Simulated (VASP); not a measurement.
Rh:

```
Rh
1.0
     2.70137    0.00000    0.00000
    -1.35069    2.33946    0.00000
     0.00000    0.00000    4.37174
Rh
2
Direct
  0.33333 0.66667 0.25000
  0.66667 0.33333 0.75000
```

This isn't the form of Rh at room conditions, which is fcc.

| Item | Value |
| --- | --- |
| Program | VASP 6.6.1 |
| Task | relaxation of cell and atoms |
| Functional | PBE |
| Potentials or basis | VASP PAW PBE potentials, release 64 (Rh_pv) |
| Cutoff | 600 eV |
| k mesh | 18 × 18 × 10 |
| Occupations | gaussian, width 0.1 eV |
| Spin | no spin polarisation |

At the start: pressure 5.5 GPa; volume 13.81 Å³/atom.

Where does the relaxation end?

Over 6 steps the energy falls by 4.7 meV/atom and the volume is 14.09 Å³/atom (+2.0 %); space group P6_3/mmc (No. 194, to 0.1 Å) before and after.

The path:
| step | energy change (eV) | largest force (eV/Å) | pressure (GPa) | volume (Å³) |
| --- | --- | --- | --- | --- |
| 1 | 0.0000 | 0.0000 | 5.46 | 27.63 |
| 2 | 0.0387 | 0.0000 | -10.72 | 29.55 |
| 3 | -0.0092 | 0.0000 | -0.26 | 28.20 |
| 4 | -0.0092 | 0.0000 | 0.02 | 28.18 |
| 5 | -0.0095 | 0.0000 | 0.12 | 28.17 |
| 6 | -0.0095 | 0.0000 | 0.10 | 28.17 |

Final structure:
```cif
data_structure
_symmetry_space_group_name_H-M 'P 1'
_symmetry_Int_Tables_number 1
_cell_length_a 2.7240
_cell_length_b 2.7240
_cell_length_c 4.3842
_cell_angle_alpha 90.000
_cell_angle_beta 90.000
_cell_angle_gamma 120.000
_cell_volume 28.17
loop_
_atom_site_label
_atom_site_type_symbol
_atom_site_fract_x
_atom_site_fract_y
_atom_site_fract_z
_atom_site_occupancy
Rh1 Rh 0.33333 0.66667 0.25000 1
Rh2 Rh 0.66667 0.33333 0.75000 1
```
